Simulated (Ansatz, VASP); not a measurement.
**One calculation of BAs, two programs**

```
B As
1.0
     2.12755    0.00000    0.00000
     0.00000    3.17406    0.00000
     0.00000    0.00000    4.95098
B As
1 1
Direct
  0.00000 0.50000 0.00000
  0.50000 0.50000 0.50000
```

Alike in both runs: task single point; functional PBE; k mesh 12 × 8 × 6; occupations gaussian, width 0.013 eV; no spin polarisation.

|  | VASP | Ansatz |
| --- | --- | --- |
| version | VASP 6.6.1 | Ansatz 0.2.0 |
| potentials or method | VASP PAW PBE potentials, release 64 (B, As) | Ansatz PAW |
| plane-wave cutoff (eV) | 520 | 420 |
| valence electrons in the cell | 8 | 18 |

```tsv
	VASP	Ansatz	Ansatz less VASP
gap on the k mesh at the Fermi level (eV)	none	none	-
pressure (GPa)	6.0	5.5	-0.51
traceless stress, the component that is largest in VASP (GPa)	24.43	23.64	-0.786
```

A gap of «none» marks a metal or a gap that the smearing closes. VASP's potentials hold 8 valence electrons a cell and Ansatz's 18, so a difference there can come from the potentials and not from the codes.
